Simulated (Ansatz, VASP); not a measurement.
# TaN in VASP and in Ansatz

The input POSCAR:

```
TaN
1.0
    2.7323076900      0.0000000000      0.0000000000
    0.0000000000      2.7323076900      0.0000000000
    0.0000000000      0.0000000000      2.7323076900
Ta N
1 1
Direct
    0.0000000000      0.0000000000      0.0000000000
    0.5000000000      0.5000000000      0.5000000000
```

Contents of INCAR.step1:

```
  PREC = Accurate
  ENCUT = 770
  ISMEAR = 0
  SIGMA = 0.05
  LREAL = False
  LASPH = True
  NELM = 200
  ISPIN = 2
  MAGMOM = 2 0
  LMAXMIX = 4
  LDAU = True
  LDAUTYPE = 2
  LDAUL = 2 -1
  LDAUU = 1 0
  LDAUJ = 0 0
  NBANDS = 20
  GGA = PE
  ALGO = Normal
  EDIFF = 1E-5
  LWAVE = True
  LCHARG = False
  GGA_COMPAT = False
```

File INCAR.step2:

```
  PREC = Accurate
  ENCUT = 770
  EDIFF = 1E-6
  ISMEAR = 0
  SIGMA = 0.05
  LREAL = False
  LASPH = True
  NELM = 200
  ALGO = Normal
  ISIF = 2
  LWAVE = False
  LCHARG = False
  ISPIN = 2
  MAGMOM = 2 0
  LORBIT = 11
  LMAXMIX = 4
  LDAU = True
  LDAUTYPE = 2
  LDAUL = 2 -1
  LDAUU = 1 0
  LDAUJ = 0 0
  LDAUPRINT = 1
  METAGGA = R2SCAN
  LMIXTAU = True
  NBANDS = 20
  ISTART = 1
  GGA_COMPAT = False
```

KPOINTS

```
regular mesh
0
Gamma
  7 7 7
```

Input for Ansatz:

```yaml
crystal:
  lattice:
    - [2.73230769, 0.0, 0.0]
    - [0.0, 2.73230769, 0.0]
    - [0.0, 0.0, 2.73230769]
  atoms:
    - { symbol: Ta, position: [0.0, 0.0, 0.0], spin: 2.0 }
    - { symbol: "N", position: [0.5, 0.5, 0.5] }
basis:
  ecutwfc: 500
  ecutrho_ratio: 4
kpoints:
  mp_grid: { grid: [7, 7, 7] }
hamiltonian:
  xc: r2scan
  hubbard: { sites: [{ site: 0, l: d, u_eff: 1.0 }] }
scf:
  occupations: { method: gaussian, width: 0.05 }
output:
  forces: true
  stress: true
  eigenvalues: true
  populations: true
  hubbard: { sites: [{ site: 0, l: d }] }
  write_density: true
  write_potential: true
  elf: true
  volumetric_format: npy
magnetization:
  spin_polarized: true
```

Alike in both runs: task single point; functional r2SCAN; k mesh 7 × 7 × 7; occupations gaussian, width 0.05 eV; collinear spin; Hubbard terms Ta d U = 1.0 eV.

|  | VASP | Ansatz |
| --- | --- | --- |
| version | VASP 6.6.1 | Ansatz 0.2.0 |
| potentials or method | VASP PAW PBE potentials, release 64 (Ta_sv_GW, N), cutoff 770 eV | scalar-relativistic, plane waves, PAW |
| valence electrons in the cell | 18 | 18 |

```csv
,VASP,Ansatz,Ansatz less VASP
gap on the k mesh at the Fermi level (eV),none,none,-
pressure (GPa),4.4,2.7,-1.68
net moment per atom (μB),0.10,0.10,0.000
size of the moment on the site where the two differ most (μB),0.16,0.11,-0.047
```

VASP's potentials were made for PBE, not for r2SCAN. Site moments also hang on the region over which each program counts them. The programs project onto different local orbitals, so the same U acts differently, and such runs can settle in different states. A gap of «none» marks a metal or a gap that the smearing closes. Ansatz's warnings: filled band counts differ across k points, seeded moment not kept, stability check not made.

Neither program's run includes spin-orbit coupling.
